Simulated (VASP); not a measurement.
# Si (Fd-3m) in VASP: vibrations by perturbation theory with PBE

Aim: the vibrations by perturbation theory of Si with PBE.

Program: VASP 6.6.1. These are calculated values, not measurements. Logs are shortened: lines on timing, memory, paths and dates and some standing lists are left out, and cuts for length are marked.

## (1) The cell of the first run

The structure is cubic, space group Fd-3m (No. 227). The conventional cell has a = 5.470 Å, b = 5.470 Å, c = 5.470 Å, α = 90.00°, β = 90.00°, γ = 90.00°. Si (site symmetry -43m) has 4 Si at 2.37 Å within 3.1 Å.

## (2) Vibrations by perturbation theory, PBE

INCAR reads:

```
SYSTEM = Si
ALGO     = Normal         ! electronic algorithm
EDIFF    = 1E-8           ! SCF threshold, eV
ENCUT    = 520            ! plane-wave cutoff, eV
GGA      = PE             ! functional
IBRION   = 8              ! ionic algorithm
ISIF     = 2              ! what is computed and relaxed
ISMEAR   = 0              ! smearing method
LASPH    = .TRUE.         ! aspherical terms in the spheres
LCHARG   = .FALSE.        ! write CHGCAR
LEPSILON = .TRUE.         ! dielectric tensor by DFPT
LREAL    = .FALSE.        ! projectors in reciprocal space
LWAVE    = .FALSE.        ! write WAVECAR
NBANDS   = 11             ! bands
NELM     = 100            ! most SCF steps
NSW      = 1              ! ionic steps
PREC     = Accurate       ! precision mode
SIGMA    = 0.01           ! smearing width, eV
```

KPOINTS reads:

```
k-points
0
G
  8 8 8
  0 0 0
```

POSCAR reads:

```
Si
1.0
    0.0000000000      2.7348618047      2.7348618047
    2.7348618047      0.0000000000      2.7348618047
    2.7348618047      2.7348618047      0.0000000000
Si
2
Direct
    0.5000000000      0.5000000000      0.5000000000
    0.7500000000      0.7500000000      0.7500000000
```

Potentials or basis: VASP PAW PBE potentials, release 64 (Si).

Launch:

```console
> cat potpaw_PBE.64/Si/POTCAR > POTCAR
> mpirun -np 1 vasp_std > vasp.out
```

OUTCAR:

```text
SYSTEM = Si
   EDIFF = 1E-8
   ENCUT = 520
   GGA = PE
   IBRION = 8
   ISIF = 2
   ISMEAR = 0
   LASPH = .TRUE.
   LEPSILON = .TRUE.
   LREAL = .FALSE.
   NELM = 100
   NSW = 1
   PREC = Accurate

 ion  position               nearest neighbor table
   1  0.500  0.500  0.500-   2 2.37   2 2.37   2 2.37   2 2.37
   2  0.750  0.750  0.750-   1 2.37   1 2.37   1 2.37   1 2.37

  LATTYP: Found a face centered cubic cell.
 ALAT       =     5.4697236094

  Lattice vectors:

 A1 = (   0.0000000000,   2.7348618047,   2.7348618047)
 A2 = (   2.7348618047,   0.0000000000,   2.7348618047)
 A3 = (   2.7348618047,   2.7348618047,   0.0000000000)

Analysis of symmetry for initial positions (statically):
=====================================================================
 Subroutine PRICEL returns:
 Original cell was already a primitive cell.

 Routine SETGRP: Setting up the symmetry group for a
 face centered cubic supercell.

 Subroutine GETGRP returns: Found 48 space group operations
 (whereof 24 operations were pure point group operations)
 out of a pool of 48 trial point group operations.

The static configuration has the point symmetry T_d .
 The point group associated with its full space group is O_h .

Analysis of symmetry for dynamics (positions and initial velocities):
=====================================================================
 Subroutine PRICEL returns:
 Original cell was already a primitive cell.

 Routine SETGRP: Setting up the symmetry group for a
 face centered cubic supercell.

 Subroutine GETGRP returns: Found 48 space group operations
 (whereof 24 operations were pure point group operations)
 out of a pool of 48 trial point group operations.

The dynamic configuration has the point symmetry T_d .
 The point group associated with its full space group is O_h .

 Subroutine INISYM returns: Found 48 space group operations
 (whereof 24 operations are pure point group operations),
 and found     1 'primitive' translations

----------------------------------------------------------------------------------------

                                     Primitive cell

  volume of cell :      40.9106

  direct lattice vectors                    reciprocal lattice vectors
     0.000000000  2.734861805  2.734861805    -0.182824594  0.182824594  0.182824594
     2.734861805  0.000000000  2.734861805     0.182824594 -0.182824594  0.182824594
     2.734861805  2.734861805  0.000000000     0.182824594  0.182824594 -0.182824594

  length of vectors
     3.867678655  3.867678655  3.867678655     0.316661486  0.316661486  0.316661486

  position of ions in fractional coordinates (direct lattice)
     0.500000000  0.500000000  0.500000000
     0.750000000  0.750000000  0.750000000

  ion indices of the primitive-cell ions
   primitive index   ion index
                 1           1
                 2           2

----------------------------------------------------------------------------------------

 KPOINTS: k-points

Automatic generation of k-mesh.
 Grid dimensions read from file:
 generate k-points for:    8    8    8

 Generating k-lattice:

  Cartesian coordinates                     Fractional coordinates (reciprocal lattice)
    -0.022853074  0.022853074  0.022853074     0.125000000  0.000000000  0.000000000
     0.022853074 -0.022853074  0.022853074     0.000000000  0.125000000  0.000000000
     0.022853074  0.022853074 -0.022853074     0.000000000  0.000000000  0.125000000

  Length of vectors
     0.039582686  0.039582686  0.039582686

[... 451 lines left out ...]
  energy-cutoff  :      520.00
  volume of cell :       40.91
      direct lattice vectors                 reciprocal lattice vectors
     0.000000000  2.734861805  2.734861805    -0.182824594  0.182824594  0.182824594
     2.734861805  0.000000000  2.734861805     0.182824594 -0.182824594  0.182824594
     2.734861805  2.734861805  0.000000000     0.182824594  0.182824594 -0.182824594

 POSITION                                       TOTAL-FORCE (eV/Angst)
 -----------------------------------------------------------------------------------
      2.73486      2.73486      2.73486         0.000000      0.000000      0.000000
      4.10229      4.10229      4.10229        -0.000000     -0.000000     -0.000000
 -----------------------------------------------------------------------------------
    total drift:                                0.000000     -0.000000     -0.000000

  FREE ENERGIE OF THE ION-ELECTRON SYSTEM (eV)
  ---------------------------------------------------
  free  energy   TOTEN  =       -10.8460848598 eV

  energy  without entropy=      -10.8460848598  energy(sigma->0) =      -10.84608486

 HEAD OF MICROSCOPIC STATIC DIELECTRIC TENSOR (INDEPENDENT PARTICLE, excluding Hartree and local field effects)
 ------------------------------------------------------
          14.765781     0.000000    -0.000000
          -0.000000    14.765781     0.000000
          -0.000000     0.000000    14.765781
 ------------------------------------------------------

 Free energy of the ion-electron system (eV)
  ---------------------------------------------------
  ---------------------------------------------------
  free energy    TOTEN  =        -1.59559403 eV

  energy without entropy =       -1.59559403

------------------------ aborting loop because EDIFF is reached ----------------------------------------

--------------------------------------- Ionic step        2  -------------------------------------------

------------------------ aborting loop because EDIFF is reached ----------------------------------------

--------------------------------------- Ionic step        3  -------------------------------------------

------------------------ aborting loop because EDIFF is reached ----------------------------------------

 PIEZOELECTRIC TENSOR FIELD DIRECTION 3  (e Angst)
 -----------------------------------------------------------------------------
     0.00250 -0.00000  0.00000           (  0.00001  0.00000  0.00000)
    -0.00000  0.00250  0.00000           (  0.00000  0.00001  0.00000)
     0.00000  0.00000 -0.00862           (  0.00000  0.00000 -0.00000)

 PIEZOELECTRIC TENSOR FIELD DIRECTION 3  (C/m^2)
 -----------------------------------------------------------------------------
     0.00098 -0.00000  0.00000
    -0.00000  0.00098  0.00000
     0.00000  0.00000 -0.00338

--------------------------------------- Ionic step        4  -------------------------------------------

 Free energy of the ion-electron system (eV)
  ---------------------------------------------------
  ---------------------------------------------------
  free energy    TOTEN  =        -0.01736138 eV

  energy without entropy =       -0.01736138

------------------------ aborting loop because EDIFF is reached ----------------------------------------

 INTERNAL STRAIN TENSOR  FOR ION    1  DIRECTION 1   (eV/Angst):
 -----------------------------------------------------------------------------
    -0.01142  0.00000  0.00000
     0.00000  0.00677  8.67214
     0.00000  8.67214  0.00677

 MACROSCOPIC STATIC DIELECTRIC TENSOR (including local field effects in DFT)
 ------------------------------------------------------
          14.146572     0.000000     0.000000
           0.000000    14.146572    -0.000000
           0.000000     0.000000    14.146572
 ------------------------------------------------------

 PIEZOELECTRIC TENSOR (including local field effects)  for field in x, y, z        (e  Angst)
          XX          YY          ZZ          XY          YZ          ZX
  --------------------------------------------------------------------------------
  x    -0.00000    -0.00000    -0.00000     0.00000    -0.00000     0.00000
  y     0.00000     0.00000     0.00000     0.00000     0.00000    -0.00000
  z     0.00000     0.00000     0.00000     0.00000     0.00000     0.00000

 PIEZOELECTRIC TENSOR (including local field effects)  for field in x, y, z        (C/m^2)
          XX          YY          ZZ          XY          YZ          ZX
  --------------------------------------------------------------------------------
  x    -0.00000    -0.00000    -0.00000     0.00000    -0.00000     0.00000
  y     0.00000     0.00000     0.00000     0.00000     0.00000    -0.00000
  z     0.00000     0.00000     0.00000     0.00000     0.00000     0.00000

 BORN EFFECTIVE CHARGES (including local field effects) (in |e|, cummulative output)
 ---------------------------------------------------------------------------------
 ion    1
    1     0.00000     0.00000     0.00000
    2     0.00000     0.00000     0.00000
    3     0.00000     0.00000     0.00000
 ion    2
    1    -0.00000    -0.00000    -0.00000
    2    -0.00000    -0.00000    -0.00000
    3    -0.00000    -0.00000    -0.00000

 INTERNAL STRAIN TENSOR FOR ION    2 for displacements in x,y,z  (eV/Angst):
          X           Y           Z          XY          YZ          ZX
  --------------------------------------------------------------------------------
  x     0.00000     0.00000     0.00000     0.00000    -8.67214     0.00000
  y     0.00000     0.00000     0.00000     0.00000     0.00000    -8.67214
  z     0.00000     0.00000     0.00000    -8.67214     0.00000     0.00000

 SECOND DERIVATIVES (NOT SYMMETRIZED)
 ------------------------------------
               1X          1Y          1Z          2X          2Y          2Z
  1X   -13.047996    0.000000    0.000000   13.047996    0.000000    0.000000
  1Y     0.000000  -13.047996    0.000000    0.000000   13.047996    0.000000
  1Z     0.000000    0.000000  -13.047996    0.000000    0.000000   13.047996
  2X    13.047996    0.000000    0.000000  -13.047996    0.000000    0.000000
  2Y     0.000000   13.047996    0.000000    0.000000  -13.047996    0.000000
  2Z     0.000000    0.000000   13.047996    0.000000    0.000000  -13.047996

 Eigenvectors and eigenvalues of the dynamical matrix
 ----------------------------------------------------

   1 f  =   15.069555 THz    94.684805 2PiTHz  502.666239 cm-1    62.322643 meV
             X         Y         Z           dx          dy          dz
      2.734862  2.734862  2.734862     0.000000   -0.707107    0.000000
      4.102293  4.102293  4.102293     0.000000    0.707107    0.000000
[... 21 lines left out ...]
   6 f  =    0.000000 THz     0.000000 2PiTHz    0.000000 cm-1     0.000000 meV
             X         Y         Z           dx          dy          dz
      2.734862  2.734862  2.734862     0.000000    0.000000    0.707107
      4.102293  4.102293  4.102293     0.000000    0.000000    0.707107

--------------------------------------------------------------------------------------------------------

 MACROSCOPIC STATIC DIELECTRIC TENSOR IONIC CONTRIBUTION
 ------------------------------------------------------
           0.000000     0.000000     0.000000
           0.000000     0.000000     0.000000
           0.000000     0.000000     0.000000
 ------------------------------------------------------

 ELASTIC MODULI CONTR FROM IONIC RELAXATION (kBar)
 Direction    XX          YY          ZZ          XY          YZ          ZX
 --------------------------------------------------------------------------------
 XX           0.0000      0.0000      0.0000      0.0000      0.0000      0.0000
 YY           0.0000      0.0000      0.0000      0.0000      0.0000      0.0000
 ZZ           0.0000      0.0000      0.0000      0.0000      0.0000      0.0000
 XY           0.0000      0.0000      0.0000   -225.7269      0.0000      0.0000
 YZ           0.0000      0.0000      0.0000      0.0000   -225.7269      0.0000
 ZX           0.0000      0.0000      0.0000      0.0000      0.0000   -225.7269
 --------------------------------------------------------------------------------

 PIEZOELECTRIC TENSOR IONIC CONTR  for field in x, y, z        (C/m^2)
          XX          YY          ZZ          XY          YZ          ZX
  --------------------------------------------------------------------------------
  x     0.00000     0.00000     0.00000     0.00000     0.00000     0.00000
  y     0.00000     0.00000     0.00000     0.00000     0.00000     0.00000
  z     0.00000     0.00000     0.00000     0.00000     0.00000     0.00000
```

Run time: 6.6 min. Hardware: 1 thread of Intel Xeon 8259CL, shared host; peak memory 0.24 GiB.

Results:

| Item | Value |
| --- | --- |
| Electronic dielectric tensor (diagonal) | 14.15 |
| Born charges (mean of the diagonal) | Si +0.00 e |
| Highest phonon frequency at Γ | 503 cm⁻¹ |

Phonon frequencies in cm⁻¹ (negative: imaginary):
| q point | frequencies |
| --- | --- |
| (0.000, 0.000, 0.000) | 0 0 0 503 503 503 |

Electronic dielectric tensor:
```
14.15  0.00  0.00
 0.00 14.15  0.00
 0.00  0.00 14.15
```

Born effective charge tensors (e):
atom 1, Si
```
0.00 0.00 0.00
0.00 0.00 0.00
0.00 0.00 0.00
```
atom 2, Si
```
0.00 0.00 0.00
0.00 0.00 0.00
0.00 0.00 0.00
```
